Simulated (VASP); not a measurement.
# TiTe2 (P-3m1) in VASP: further runs, part 2 of 2

VASP 6.6.1. Earlier steps stand in the parts before.

### Step 3. Single point, BLYP+D3(BJ) (volume scaled by 0.98)

File INCAR:

```
PREC = Accurate
ENCUT = 520
EDIFF = 1E-6
ISMEAR = 0
SIGMA = 0.05
LREAL = F
LASPH = T
NELM = 60
ALGO = Normal
ISIF = 2
LWAVE = F
LCHARG = F
GGA = B5
ALDAX = 1.0
AGGAX = 1.0
AGGAC = 1.0
ALDAC = 0.0
IVDW = 12
VDW_S6 = 1.0
VDW_S8 = 2.6996
VDW_A1 = 0.4298
VDW_A2 = 4.2359
NBANDS = 19
```

File KPOINTS:

```
Automatic mesh
0
Gamma
  8 8 4
```

File POSCAR:

```
TiTe2
1.0
    3.7236360412      0.0000000000      0.0000000000
   -1.8618180206      3.2247634061      0.0000000000
    0.0000000000      0.0000000000      6.2374435739
Ti Te
1 2
Direct
    0.0000000000      0.0000000000      0.0000000000
    0.3333333333      0.6666666667      0.2729448537
    0.6666666667      0.3333333333      0.7270551463
```

Potentials or basis: VASP PAW PBE potentials, release 64 (Ti_sv, Te).

Command:

```
> cat potpaw_PBE.64/Ti_sv/POTCAR potpaw_PBE.64/Te/POTCAR > POTCAR
> mpirun -np 1 vasp_std > vasp.out
```

OUTCAR:

```text
PREC = Accurate
   ENCUT = 520
   EDIFF = 1E-6
   ISMEAR = 0
   LREAL = F
   LASPH = T
   NELM = 60
   ISIF = 2
   GGA = B5
   IVDW = 12
 IVDW          = 12

 ion  position               nearest neighbor table
   1  0.000  0.000  0.000-   2 2.74   3 2.74   2 2.74   3 2.74   3 2.74   2 2.74
   2  0.333  0.667  0.273-   1 2.74   1 2.74   1 2.74   3 3.56   3 3.56   3 3.56
   3  0.667  0.333  0.727-   1 2.74   1 2.74   1 2.74   2 3.56   2 3.56   2 3.56

  LATTYP: Found a hexagonal cell.
 ALAT       =     3.7236360412
 C/A-ratio  =     1.6750948548

  Lattice vectors:

[... 719 lines left out ...]
 Edisp (eV)   -3.71926

 E8    (eV) :    -2.8125

  FORCE on cell =-STRESS in cart. coord.  units (eV):
  Direction    XX          YY          ZZ          XY          YZ          ZX
  --------------------------------------------------------------------------------------
  -------------------------------------------------------------------------------------
  Total       0.51639     0.51639     0.53172     0.00000     0.00000     0.00000
  in kB      11.04621    11.04621    11.37417     0.00000     0.00000     0.00000
  external pressure =       11.16 kB  Pullay stress =        0.00 kB

 VOLUME and BASIS-vectors are now :
 -----------------------------------------------------------------------------
  energy-cutoff  :      520.00
  volume of cell :       74.90
      direct lattice vectors                 reciprocal lattice vectors
     3.723636041  0.000000000  0.000000000     0.268554711  0.155050135  0.000000000
    -1.861818021  3.224763406  0.000000000     0.000000000  0.310100269  0.000000000
     0.000000000  0.000000000  6.237443574     0.000000000  0.000000000  0.160322092

 POSITION                                       TOTAL-FORCE (eV/Angst)
 -----------------------------------------------------------------------------------
      0.00000      0.00000      0.00000        -0.000000      0.000000     -0.000000
     -0.00000      2.14984      1.70248         0.000000     -0.000000      0.038420
      1.86182      1.07492      4.53497        -0.000000      0.000000     -0.038420
 -----------------------------------------------------------------------------------
    total drift:                               -0.000000      0.000000      0.000000

  FREE ENERGIE OF THE ION-ELECTRON SYSTEM (eV)
  ---------------------------------------------------
  free  energy   TOTEN  =       -17.3609605859 eV

  energy  without entropy=      -17.3586501645  energy(sigma->0) =      -17.35980538
```

OSZICAR:

```text
N       E                     dE             d eps       ncg     rms          rms(c)
DAV:   1     0.186495595881E+03    0.18650E+03   -0.10979E+04  1330   0.119E+03
DAV:   2     0.183640075674E+01   -0.18466E+03   -0.17963E+03  1393   0.306E+02
DAV:   3    -0.149271118137E+02   -0.16764E+02   -0.16350E+02  2014   0.845E+01
DAV:   4    -0.155171869291E+02   -0.59008E+00   -0.58726E+00  1689   0.150E+01
DAV:   5    -0.155379865370E+02   -0.20800E-01   -0.20794E-01  1912   0.276E+00    0.121E+01
DAV:   6    -0.160606560373E+02   -0.52267E+00   -0.38222E+01  1458   0.365E+01    0.143E+01
DAV:   7    -0.138452977646E+02    0.22154E+01   -0.30668E+01  1607   0.317E+01    0.535E+00
DAV:   8    -0.136362622070E+02    0.20904E+00   -0.13063E+00  1599   0.777E+00    0.160E+00
DAV:   9    -0.136527056712E+02   -0.16443E-01   -0.16796E-01  1738   0.249E+00    0.126E+00
DAV:  10    -0.136435972750E+02    0.91084E-02   -0.16182E-01  1563   0.275E+00    0.607E-01
DAV:  11    -0.136418022239E+02    0.17951E-02   -0.19488E-02  1534   0.102E+00    0.251E-01
DAV:  12    -0.136417744628E+02    0.27761E-04   -0.20509E-03  1597   0.314E-01    0.157E-01
DAV:  13    -0.136416963228E+02    0.78140E-04   -0.35779E-04  1563   0.144E-01    0.263E-02
DAV:  14    -0.136416979963E+02   -0.16735E-05   -0.10732E-05  1586   0.252E-02    0.213E-02
DAV:  15    -0.136416956927E+02    0.23036E-05   -0.12747E-05  1646   0.263E-02    0.427E-03
DAV:  16    -0.136416957412E+02   -0.48484E-07   -0.33277E-07   836   0.512E-03
   1 F= -.17360961E+02 E0= -.17359805E+02  d E =-.231042E-02
```

It took 54 s on 1 thread of AMD EPYC 9R45 (Zen 5), shared host; peak memory 0.19 GiB.

What came out:

```yaml
Free_energy: -17.3610 eV
Pressure: 1.1 GPa
Largest_force: 0.038 eV/Å
Band_gap_on_the_k_mesh: zero (band 12 reaches 8.54 eV, above the bottom of band 13 at 7.85 eV)
Dispersion_energy_per_atom: -1.240 eV
```

Forces in eV/Å, atoms in the order of the input:
```
Ti   0.000  0.000  0.000
Te   0.000  0.000  0.038
Te   0.000  0.000 -0.038
```

Levels at points of the mesh, in eV from the Fermi level:
```tsv
k point	band 10	band 11	band 12	band 13	band 14	band 15
(0.00, 0.00, 0.00)	0.35	0.40	0.40	0.97	1.16	1.16
(0.50, 0.00, 0.00)	-2.46	-1.78	-1.29	0.03	1.18	1.56
(0.00, 0.00, 0.50)	-1.63	0.39	0.39	0.66	0.66	1.18
(0.50, 0.00, 0.50)	-2.20	-0.76	-0.49	-0.29	1.18	1.53
```

Caveat: the cell differs from its parent crystal (volume scaled by 0.98); the PAW data sets were made with another functional, which shifts forces and pressure a little; spin-orbit coupling is left out, which moves the levels of the heavy elements; pairwise dispersion overbinds metals, which lowers pressure and volume.

### Step 4. Single point, PBE+D3(BJ)

This run uses another cell than the first one, of 25.16 Å³/atom, 1.020 times its volume.

File INCAR:

```
SYSTEM = TiTe2
ALGO = Normal ; EDIFF = 1E-6
ENCUT = 520 ; GGA = PE
ISIF = 2 ; ISMEAR = 0
IVDW = 12 ; LASPH = .TRUE.
LCHARG = .TRUE. ; LELF = .TRUE.
LREAL = .FALSE. ; LVHAR = .TRUE.
LWAVE = .FALSE. ; NBANDS = 19
NELM = 60 ; PREC = Accurate
SIGMA = 0.05
```

File KPOINTS:

```
k-points
0
G
  8 8 4
  0 0 0
```

File POSCAR:

```
TiTe2
1.0
    3.7033970465      0.0000000000      0.0000000000
   -1.8516985233      3.2072359226      0.0000000000
    0.0000000000      0.0000000000      6.3539262131
Ti Te
1 2
Direct
    0.0000000000      0.0000000000      0.0000000000
    0.3333333333      0.6666666667      0.2716393570
    0.6666666667      0.3333333333      0.7283606430
```

Potentials or basis: VASP PAW PBE potentials, release 64 (Ti_sv, Te).

Command:

```
> cat potpaw_PBE.64/Ti_sv/POTCAR potpaw_PBE.64/Te/POTCAR > POTCAR
> mpirun -np 1 vasp_std > vasp.out
```

OUTCAR:

```text
SYSTEM = TiTe2
   EDIFF = 1E-6
   ENCUT = 520
   GGA = PE
   ISIF = 2
   ISMEAR = 0
   IVDW = 12
   LASPH = .TRUE.
   LREAL = .FALSE.
   NELM = 60
   PREC = Accurate
 IVDW          = 12

 ion  position               nearest neighbor table
   1  0.000  0.000  0.000-   2 2.75   3 2.75   3 2.75   2 2.75   3 2.75   2 2.75
   2  0.333  0.667  0.272-   1 2.75   1 2.75   1 2.75   3 3.60   3 3.60   3 3.60
   3  0.667  0.333  0.728-   1 2.75   1 2.75   1 2.75   2 3.60   2 3.60   2 3.60

[... 724 lines left out ...]

 Edisp (eV)   -1.56946

 E8    (eV) :    -0.7270

  FORCE on cell =-STRESS in cart. coord.  units (eV):
  Direction    XX          YY          ZZ          XY          YZ          ZX
  --------------------------------------------------------------------------------------
  -------------------------------------------------------------------------------------
  Total       0.00059     0.00059    -0.01016    -0.00000     0.00000     0.00000
  in kB       0.01251     0.01251    -0.21560    -0.00000     0.00000     0.00000
  external pressure =       -0.06 kB  Pullay stress =        0.00 kB

 VOLUME and BASIS-vectors are now :
 -----------------------------------------------------------------------------
  energy-cutoff  :      520.00
  volume of cell :       75.47
      direct lattice vectors                 reciprocal lattice vectors
     3.703397047  0.000000000  0.000000000     0.270022357  0.155897481  0.000000000
    -1.851698523  3.207235923  0.000000000     0.000000000  0.311794961  0.000000000
     0.000000000  0.000000000  6.353926213     0.000000000  0.000000000  0.157383005

 POSITION                                       TOTAL-FORCE (eV/Angst)
 -----------------------------------------------------------------------------------
      0.00000      0.00000      0.00000        -0.000000      0.000000      0.000000
     -0.00000      2.13816      1.72598        -0.000000      0.000000      0.008270
      1.85170      1.06908      4.62795         0.000000     -0.000000     -0.008270
 -----------------------------------------------------------------------------------
    total drift:                                0.000000      0.000000     -0.000000

  FREE ENERGIE OF THE ION-ELECTRON SYSTEM (eV)
  ---------------------------------------------------
  free  energy   TOTEN  =       -17.7195996261 eV

  energy  without entropy=      -17.7179064404  energy(sigma->0) =      -17.71875303
```

Run time: 35 s. Hardware: 1 thread of AMD EPYC 9R45 (Zen 5), shared host; peak memory 0.19 GiB.

Results:

```yaml
Free_energy: -17.7196 eV
Pressure: 0.0 GPa
Largest_force: 0.008 eV/Å
Band_gap_on_the_k_mesh: zero (band 12 reaches 8.04 eV, above the bottom of band 13 at 7.22 eV)
Dispersion_energy_per_atom: -0.523 eV
```

Forces in eV/Å, atoms in the order of the input:
```
Ti   0.000  0.000  0.000
Te   0.000  0.000  0.008
Te   0.000  0.000 -0.008
```

Levels at points of the mesh, in eV from the Fermi level:
```csv
k point,band 9,band 10,band 11,band 12,band 13,band 14,band 15,band 16
"(0.00, 0.00, 0.00)",-1.62,0.27,0.45,0.45,0.79,1.28,1.28,3.09
"(0.50, 0.00, 0.00)",-2.93,-2.51,-1.71,-1.18,-0.02,1.28,1.64,2.43
"(0.00, 0.00, 0.50)",-1.52,-1.52,0.44,0.44,0.83,0.83,1.12,3.68
"(0.50, 0.00, 0.50)",-2.56,-2.09,-0.89,-0.45,-0.37,1.28,1.63,2.58
```

Caveat: spin-orbit coupling is left out, which moves the levels of the heavy elements.

### Step 5. The runs side by side

| level | cell | gap on the mesh (eV) | pressure (GPa) | largest force (eV/Å) |
| --- | --- | --- | --- | --- |
| PBE+D3(BJ) | a = 3.683, b = 3.683, c = 6.297 Å, angles 90.0, 90.0, 120.0°, 3 atoms | none | 0.8 | 0.01 |
| BLYP+D3(BJ) | a = 3.724, b = 3.724, c = 6.237 Å, angles 90.0, 90.0, 120.0°, 3 atoms | none | 1.1 | 0.04 |
| PBE+D3(BJ) | a = 3.703, b = 3.703, c = 6.354 Å, angles 90.0, 90.0, 120.0°, 3 atoms | none | 0.0 | 0.01 |

Alike in all rows: task single point; potentials or basis VASP PAW PBE potentials, release 64 (Ti_sv, Te); no spin polarisation; k mesh 8 × 8 × 4; cutoff (eV) 520; smearing gaussian 0.05 eV.

Caveats: spin-orbit coupling is left out, which moves the levels of the heavy elements; pairwise dispersion overbinds metals, which lowers pressure and volume (some runs); the PAW data sets were made with another functional, which shifts forces and pressure a little (some runs).

Absolute energies hang on the potentials; compare differences alone.
